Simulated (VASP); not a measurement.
## Ca: relaxation of shape and atoms at fixed volume with PBEsol

The system is Ca.

```
Ca
1.0
     3.21246    0.00000    0.00000
    -1.60623    2.78207    0.00000
     0.00000    0.00000    5.29480
Ca
2
Direct
  0.33333 0.66667 0.25000
  0.66667 0.33333 0.75000
```

This isn't the form of Ca at room conditions, which is fcc.

```json
{
  "Program": "VASP 6.6.1",
  "Task": "relaxation of shape and atoms at fixed volume",
  "Functional": "PBEsol",
  "Potentials or basis": "VASP PAW PBE potentials, release 64 (Ca_sv)",
  "Cutoff": "600 eV",
  "k mesh": "11 × 11 × 6",
  "Occupations": "fermi-dirac, width 0.08 eV",
  "Spin": "no spin polarisation",
  "Dipole correction": "no",
  "Further INCAR settings": "ALGO = Normal; EDIFF = 1e-06; IBRION = 2; EDIFFG = -0.005; NSW = 50; ISIF = 4"
}
```

```
Energy gained by relaxing : 1.1 meV/atom
Ionic steps               : 4
Pressure after relaxing   : 21.1 GPa
Band gap on the k mesh    : zero (bands 10 and 11 overlap by 0.48 eV)
```

The path:
```tsv
step	energy change (eV)	largest force (eV/Å)	pressure (GPa)	volume (Å³)
1	0.0000	0.0000	21.13	47.32
2	-0.0018	0.0000	21.13	47.32
3	-0.0023	0.0000	21.11	47.32
4	-0.0023	0.0000	21.11	47.32
```

Final structure:
```cif
data_structure
_symmetry_space_group_name_H-M 'P 1'
_symmetry_Int_Tables_number 1
_cell_length_a 3.1942
_cell_length_b 3.1942
_cell_length_c 5.3553
_cell_angle_alpha 90.000
_cell_angle_beta 90.000
_cell_angle_gamma 120.000
_cell_volume 47.32
loop_
_atom_site_label
_atom_site_type_symbol
_atom_site_fract_x
_atom_site_fract_y
_atom_site_fract_z
_atom_site_occupancy
Ca1 Ca 0.33333 0.66667 0.25000 1
Ca2 Ca 0.66667 0.33333 0.75000 1
```

Levels at points of the mesh, in eV from the Fermi level:
| k point | band 7 | band 8 | band 9 | band 10 | band 11 | band 12 | band 13 | band 14 |
| --- | --- | --- | --- | --- | --- | --- | --- | --- |
| (0.00, 0.00, 0.00) | -21.30 | -21.29 | -4.70 | -1.30 | 0.98 | 2.85 | 3.06 | 3.06 |
| (0.00, 0.00, 0.50) | -21.35 | -21.35 | -3.13 | -3.13 | 1.68 | 1.68 | 3.07 | 3.07 |

Run time: 60 s on 1 thread of AMD EPYC 9R45 96-Core Processor (Zen 5), with other jobs on the host, peak memory 0.18 GiB.

Caveat: the PAW data sets were made with another functional, which shifts forces and pressure a little.
